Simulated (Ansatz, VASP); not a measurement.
MgO5 in VASP and in Ansatz

```
Mg O
1.0
     3.34815    0.00000    0.00000
     0.00000    3.34815    0.00000
     0.00000    0.00000    5.57037
Mg O
1 5
Cartesian
  1.6741 1.6741 2.7852
  1.6741 1.6741 0.7546
  1.6741 1.6741 4.8158
  0.0000 1.6741 0.0000
  1.6741 0.0000 0.0000
  0.0000 0.0000 2.7852
```

Alike in both runs: task single point; functional PBE; k mesh 6 × 6 × 4; occupations gaussian, width 0.1 eV; collinear spin.

```csv
,VASP,Ansatz
version,VASP 6.6.1,Ansatz 0.2.0
potentials or method,"VASP PAW PBE potentials, release 64 (Mg, O), cutoff 520 eV","scalar-relativistic, plane waves, PAW"
valence electrons in the cell,32,40
```

```csv
,VASP,Ansatz,Ansatz less VASP
gap on the k mesh at the Fermi level (eV),none,none,-
pressure (GPa),7.9,8.0,+0.05
"traceless stress, the component that is largest in VASP (GPa)",9.40,8.97,-0.433
rms of the force components (eV/Å),0.193,0.098,-0.0942
net moment per atom (μB),0.03,0.03,0.000
size of the moment on the site where the two differ most (μB),0.26,0.30,+0.044
```

Site moments also hang on the region over which each program counts them. Atom by atom the forces differ by 0.094 eV/Å (rms over components). A gap of «none» marks a metal or a gap that the smearing closes. VASP's potentials hold 32 valence electrons a cell and Ansatz's 40, so a difference there can come from the potentials and not from the codes. Ansatz's warnings: seeded moment not kept.
